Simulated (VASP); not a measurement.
**TiAl: single point with PBEsol**

The system is TiAl.

```xyz
2
Lattice="3.2220 0.0000 0.0000 0.0000 3.2220 0.0000 0.0000 0.0000 3.2220" Properties=species:S:1:pos:R:3 pbc="T T T"
Ti    1.6110    1.6110    1.6110
Al    0.0000    0.0000    0.0000
```

```
Program             : VASP 6.6.1
Task                : single point
Functional          : PBEsol
Potentials or basis : VASP PAW PBE potentials, release 64 (Ti_sv, Al)
Cutoff              : 500 eV
k mesh              : 7 × 7 × 7
Occupations         : fermi-dirac, width 0.15 eV
Spin                : no spin polarisation
```

| Property | Result |
| --- | --- |
| Pressure | -5.9 GPa |

Levels at points of the mesh, in eV from the Fermi level:
```
           k point  band 5  band 6  band 7  band 8  band 9  band 10
(0.00, 0.00, 0.00)   -9.07   -1.33   -1.33    1.72    1.72     1.72
```

It took 14 s on 1 thread of Intel Xeon 8259CL (shared host), peak memory 0.14 GiB.

Caveat: the PAW data sets were made with another functional, which shifts forces and pressure a little.
